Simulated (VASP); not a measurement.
Pd: relaxation of cell and atoms with LDA

Crystal: Pd.

```
CELL_PARAMETERS angstrom
0.00000 1.91997 1.91997
1.91997 0.00000 1.91997
1.91997 1.91997 0.00000
ATOMIC_POSITIONS crystal
Pd 0.00000 0.00000 0.00000
```

* Program: VASP 6.6.1
* Task: relaxation of cell and atoms
* Functional: LDA
* Potentials or basis: VASP PAW LDA potentials, release 64 (Pd)
* Cutoff: 600 eV
* k mesh: 16 × 16 × 16
* Occupations: fermi-dirac, width 0.15 eV
* Spin: no spin polarisation
* Dipole correction: no
* Further INCAR settings: ALGO = Normal; EDIFF = 1e-07; IBRION = 2; EDIFFG = -0.001; NSW = 80; ISIF = 3

* Relaxed volume: 14.22 Å³/atom
* Relaxed cell: a = 2.719 Å, b = 2.719 Å, c = 2.719 Å, α = 60.00°, β = 60.00°, γ = 60.00°
* Space group after relaxing (to 0.1 Å): Fm-3m (No. 225)
* Energy gained by relaxing: 0.2 meV/atom
* Ionic steps: 3
* Pressure after relaxing: 0.0 GPa
* Band gap on the k mesh: zero (bands 5 and 6 overlap by 1.70 eV)

The path:
```tsv
step	energy change (eV)	largest force (eV/Å)	pressure (GPa)	volume (Å³)
1	0.0000	0.0000	0.97	14.16
2	0.0005	0.0000	-1.77	14.33
3	-0.0002	0.0000	0.00	14.22
```

Final structure:
```
Pd
1.0
     0.00000    1.92274    1.92274
     1.92274    0.00000    1.92274
     1.92274    1.92274    0.00000
Pd
1
Cartesian
  0.0000 0.0000 0.0000
```

Levels at points of the mesh, in eV from the Fermi level:
| k point | band 3 | band 4 | band 5 | band 6 | band 7 | band 8 |
| --- | --- | --- | --- | --- | --- | --- |
| (0.00, 0.00, 0.00) | -3.11 | -3.11 | -1.37 | -1.37 | 17.07 | 22.00 |
| (0.50, 0.00, 0.00) | -3.15 | -0.08 | -0.08 | 0.79 | 7.49 | 16.45 |
| (0.50, 0.50, 0.00) | -0.10 | 0.26 | 0.26 | 3.18 | 11.04 | 13.20 |

It took 92 s on 1 thread of AMD EPYC 7R13, on a shared host, peak memory 0.12 GiB.
